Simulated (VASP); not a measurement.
# CaOsO3 in VASP: further runs, part 2 of 2

VASP 6.6.1. The steps go on from the part before.

### Step 3. Single point, LDA

Contents of INCAR:

```
SYSTEM = CaOsO3
ALGO = Normal
EDIFF = 1E-7
ENCUT = 520
GGA = CA
ISIF = 2
ISMEAR = -1
LASPH = .TRUE.
LCHARG = .FALSE.
LREAL = .FALSE.
LWAVE = .FALSE.
NBANDS = 26
NELM = 100
PREC = Accurate
SIGMA = 0.15
```

Contents of KPOINTS:

```
k-points
0
G
  9 9 9
  0 0 0
```

Contents of POSCAR:

```
CaOsO3
1.0
    3.9521600000     -0.0329346667      0.0000000000
   -0.0329346667      3.9521600000      0.0000000000
    0.0000000000      0.0000000000      3.9521600000
Ca Os O
1 1 3
Direct
    0.0000000000      0.0000000000      0.0000000000
    0.5000000000      0.5000000000      0.5000000000
    0.5000000000      0.5000000000      0.0000000000
    0.5000000000      0.0000000000      0.5000000000
    0.0000000000      0.5000000000      0.5000000000
```

Potentials or basis: VASP PAW LDA potentials, release 64 (Ca_sv, Os, O).

Started as:

```sh
$ cat potpaw_LDA.64/Ca_sv/POTCAR potpaw_LDA.64/Os/POTCAR potpaw_LDA.64/O/POTCAR > POTCAR
$ mpirun -np 1 vasp_std > vasp.out
```

OUTCAR:

```text
SYSTEM = CaOsO3
   EDIFF = 1E-7
   ENCUT = 520
   GGA = CA
   ISIF = 2
   ISMEAR = -1
   LASPH = .TRUE.
   LREAL = .FALSE.
   NELM = 100
   PREC = Accurate

 ion  position               nearest neighbor table
   1  0.000  0.000  0.000-
   2  0.500  0.500  0.500-   3 1.98   3 1.98   5 1.98   4 1.98   4 1.98   5 1.98
   3  0.500  0.500  0.000-   2 1.98   2 1.98
   4  0.500  0.000  0.500-   2 1.98   2 1.98
   5  0.000  0.500  0.500-   2 1.98   2 1.98

  LATTYP: Found a base centered orthorhombic cell.
 ALAT       =     5.5426216203
 B/A-ratio  =     1.0168067227
 C/A-ratio  =     0.7130488550

  Lattice vectors:

 A1 = (   3.9521600000,  -0.0329346667,   0.0000000000)
 A2 = (  -0.0329346667,   3.9521600000,   0.0000000000)
 A3 = (   0.0000000000,   0.0000000000,   3.9521600000)

Analysis of symmetry for initial positions (statically):
=====================================================================
 Subroutine PRICEL returns:
 Original cell was already a primitive cell.

 Routine SETGRP: Setting up the symmetry group for a
 base centered orthorhombic supercell.

 Subroutine GETGRP returns: Found  8 space group operations
 (whereof  8 operations were pure point group operations)
 out of a pool of  8 trial point group operations.

The static configuration has the point symmetry D_2h.

Analysis of symmetry for dynamics (positions and initial velocities):
=====================================================================
 Subroutine PRICEL returns:
 Original cell was already a primitive cell.

 Routine SETGRP: Setting up the symmetry group for a
 base centered orthorhombic supercell.
[... 124 lines left out ...]
   EMIN   =  10.00;   EMAX   =-10.00  energy-range for DOS
   EFERMI =   0.00;   METHOD = LEGACY
   ISMEAR =    -1;   SIGMA  =   0.15  broadening in eV -4-tet -1-fermi 0-gaus
   EFERMI_NEDOS =   21; number of points for ismear=-14 and -15
   IALGO  =     38    algorithm
   IMIX   =      4    mixing-type and parameters
     AMIX     =   0.40;   BMIX     =  1.00
     AMIX_MAG =   1.60;   BMIX_MAG =  1.00
  volume/ion in A,a.u.               =      12.35        83.31
  Fermi-wavevector in a.u.,A,eV,Ry     =   1.367785  2.584739 25.454270  1.870836
  Thomas-Fermi vector in A             =   2.493807
   LORBIT       =      0    0 simple, 1 ext, 2 COOP (PROOUT), +10 PAW based schemes
   GGA     = CA    functional components
   LHFCALC =     F    Hartree Fock is set to
   AEXX    =    0.0000 exact exchange contribution
   IVDW    =     0    specifies the selected vdW correction
   LEPSILON=     F    determine dielectric tensor
   LRPA    =     F    only Hartree local field effects (RPA)
 non-spin polarized calculation
  energy-cutoff  :      520.00
  volume of cell :       61.73
 maximum number of plane-waves:      1695
 NGX is ok and might be reduce to    30
   NGX = 15   NGY = 15   NGZ = 15

 number of electron      35.9999986 magnetization

 Free energy of the ion-electron system (eV)
  ---------------------------------------------------
  ext. energy  EPLUGINS =         0.00000000
  ---------------------------------------------------
  free energy    TOTEN  =       -40.35142368 eV

  energy without entropy =      -40.09980412  energy(sigma->0) =      -40.22561390

 E-fermi :   5.7603     XC(G=0): -11.6546

 val. band max:        5.7588802023   @ k =  -0.2222   0.1111   0.4444
 cond. band min:       5.7638409135   @ k =  -0.3333   0.3333   0.1111
 fundamental gap:      0.0049607111
 Fermi energy:         5.7603487051

 k-point     1 :       0.0000    0.0000    0.0000
  band No.  band energies     occupation
      1     -35.5880      2.00000
      2     -16.8407      2.00000
      3     -16.8402      2.00000
      4     -16.8401      2.00000
      5     -14.7029      2.00000
      6     -13.6215      2.00000
[... 685 lines left out ...]
     25      10.2282      0.00000
     26      12.2847      0.00000

 [... further k-points ...]

------------------------ aborting loop because EDIFF is reached ----------------------------------------

  FORCE on cell =-STRESS in cart. coord.  units (eV):
  Direction    XX          YY          ZZ          XY          YZ          ZX
  --------------------------------------------------------------------------------------
  -------------------------------------------------------------------------------------
  Total       -4.5700950     -4.5700950     -4.5715375      0.1641442      0.0000000      0.0000000
  in kB     -118.6212275   -118.6212275   -118.6586699      4.2605203      0.0000000      0.0000000
  external PRESSURE =    -118.6337083 kB  Pullay stress =       0.0000000 kB

 VOLUME and BASIS-vectors are now :
 -----------------------------------------------------------------------------
  energy-cutoff  :      520.00
  volume of cell :       61.73
      direct lattice vectors                 reciprocal lattice vectors
     3.952160000 -0.032934667  0.000000000     0.253043766  0.002108698  0.000000000
    -0.032934667  3.952160000  0.000000000     0.002108698  0.253043766  0.000000000
     0.000000000  0.000000000  3.952160000     0.000000000  0.000000000  0.253026193

 POSITION                                       TOTAL-FORCE (eV/Angst)
 -----------------------------------------------------------------------------------
      0.00000      0.00000      0.00000         0.000000      0.000000      0.000000
      1.95961      1.95961      1.97608         0.000000      0.000000      0.000000
      1.95961      1.95961      0.00000        -0.000000      0.000000      0.000000
      1.97608     -0.01647      1.97608         0.000000      0.000000      0.000000
     -0.01647      1.97608      1.97608         0.000000      0.000000      0.000000
 -----------------------------------------------------------------------------------
    total drift:                                0.000000      0.000000     -0.000000

  FREE ENERGIE OF THE ION-ELECTRON SYSTEM (eV)
  ---------------------------------------------------
  free  energy   TOTEN  =       -40.3514236835 eV

  energy  without entropy=      -40.0998041174  energy(sigma->0) =      -40.22561390
```

OSZICAR:

```text
N       E                     dE             d eps       ncg     rms          rms(c)
DAV:   1     0.300869178203E+03    0.30087E+03   -0.18894E+04  6500   0.138E+03
DAV:   2    -0.207418223187E+02   -0.32161E+03   -0.30834E+03  7392   0.389E+02
DAV:   3    -0.455511228481E+02   -0.24809E+02   -0.24220E+02  8200   0.102E+02
DAV:   4    -0.464705387489E+02   -0.91942E+00   -0.91355E+00 10918   0.173E+01
DAV:   5    -0.464830153043E+02   -0.12477E-01   -0.12450E-01  8048   0.183E+00    0.555E+01
DAV:   6    -0.407331987340E+02    0.57498E+01   -0.32079E+01  8782   0.374E+01    0.177E+01
DAV:   7    -0.404550929264E+02    0.27811E+00   -0.35541E+00  9076   0.146E+01    0.171E+01
DAV:   8    -0.403658796892E+02    0.89213E-01   -0.35804E-01  9654   0.523E+00    0.503E+00
DAV:   9    -0.403516296762E+02    0.14250E-01   -0.54383E-02  8292   0.168E+00    0.483E-01
DAV:  10    -0.403516691031E+02   -0.39427E-04   -0.68875E-03  9822   0.559E-01    0.492E-01
DAV:  11    -0.403514637941E+02    0.20531E-03   -0.78807E-04  8920   0.224E-01    0.314E-01
DAV:  12    -0.403514258938E+02    0.37900E-04   -0.14307E-04  9146   0.822E-02    0.206E-01
DAV:  13    -0.403514239002E+02    0.19936E-05   -0.31963E-05  8500   0.348E-02    0.438E-02
DAV:  14    -0.403514238146E+02    0.85567E-07   -0.14485E-06  8956   0.914E-03    0.225E-02
DAV:  15    -0.403514237073E+02    0.10729E-06   -0.24683E-07  7648   0.378E-03    0.874E-03
DAV:  16    -0.403514236835E+02    0.23888E-07   -0.92597E-08  4344   0.179E-03
   1 F= -.40351424E+02 E0= -.40225614E+02  d E =-.251620E+00
```

stdout:

```text
POSCAR found type information on POSCAR CaOsO
 POSCAR found :  3 types and       5 ions
 scaLAPACK will be used
 LDA part: xc-table for (Slater(with rela. corr.)+CA(PZ))
 , standard interpolation
 POSCAR, INCAR and KPOINTS ok, starting setup
 FFT: planning ... GRIDC
 FFT: planning ... GRID_SOFT
 FFT: planning ... GRID
 WAVECAR not read
 entering main loop
```

Run time: 3.2 min. Hardware: 1 thread of AMD EPYC 9755, shared host; peak memory 0.27 GiB.

What came out:

| Property | Result |
| --- | --- |
| Free energy | -40.3514 eV |
| Pressure | -11.9 GPa |
| Band gap on the k mesh | zero (bands 18 and 19 overlap by 3.84 eV) |

Caveat: the cell stands under tension; spin-orbit coupling is left out, which moves the levels of the heavy elements.

### Step 4. Single point, LDA

Contents of INCAR:

```
SYSTEM = CaOsO3
PREC     = Accurate       ! precision mode
ENCUT    = 520            ! plane-wave cutoff, eV
EDIFF    = 1E-6           ! SCF threshold, eV
ISMEAR   = -1             ! smearing method
SIGMA    = 0.15           ! smearing width, eV
LREAL    = .FALSE.        ! projectors in reciprocal space
LASPH    = .TRUE.         ! aspherical terms in the spheres
NELM     = 100            ! most SCF steps
ALGO     = Normal         ! electronic algorithm
ISIF     = 2              ! what is computed and relaxed
LWAVE    = .FALSE.        ! write WAVECAR
LCHARG   = .FALSE.        ! write CHGCAR
NBANDS   = 26             ! bands
```

Contents of KPOINTS:

```
regular mesh
0
G
  9 9 9
  0 0 0
```

Edit POSCAR of step 3 so:

```diff
@@ -2,4 +2,4 @@
 1.0
-    3.9521600000     -0.0329346667      0.0000000000
-   -0.0329346667      3.9521600000      0.0000000000
+    3.9521600000      0.0329346667      0.0000000000
+    0.0329346667      3.9521600000      0.0000000000
     0.0000000000      0.0000000000      3.9521600000
```

Started as:

```sh
$ cat potpaw_LDA.64/Ca_sv/POTCAR potpaw_LDA.64/Os/POTCAR potpaw_LDA.64/O/POTCAR > POTCAR
$ mpirun -np 1 vasp_std > vasp.out
```

Wall time 2.9 min (1 thread of AMD EPYC 9755, shared host); peak memory 0.27 GiB.

It converged, with:

| Item | Value |
| --- | --- |
| Free energy | -40.3514 eV |
| Pressure | -11.9 GPa |
| Band gap on the k mesh | zero (bands 18 and 19 overlap by 3.84 eV) |

Stress tensor (GPa, compression positive):
```
-11.89  -0.43   0.00
 -0.43 -11.89   0.00
  0.00   0.00 -11.89
```

Levels at points of the mesh, in eV from the Fermi level:
```
           k point  band 16  band 17  band 18  band 19  band 20  band 21  band 22  band 23
(0.00, 0.00, 0.00)    -3.57    -3.03    -3.02    -3.01     0.44     0.44     1.86     2.02
```

Caveat: the cell stands under tension; spin-orbit coupling is left out, which moves the levels of the heavy elements.

### Step 5. Summary

| cell | gap on the mesh (eV) | pressure (GPa) |
| --- | --- | --- |
| a = 3.952 Å, 5 atoms | none | -11.9 |
| a = 3.952 Å, angles 90.0, 90.0, 91.0°, 5 atoms | none | -11.9 |
| a = 3.952 Å, angles 90.0, 90.0, 89.0°, 5 atoms | none | -11.9 |

Alike in all rows: task single point; level LDA; potentials or basis VASP PAW LDA potentials, release 64 (Ca_sv, Os, O); no spin polarisation; k mesh 9 × 9 × 9; cutoff (eV) 520; smearing fermi-dirac 0.15 eV.

Caveats: the cell stands under tension; spin-orbit coupling is left out, which moves the levels of the heavy elements.

Total energies depend on the potentials used, so only differences within one code and one set of settings carry meaning.
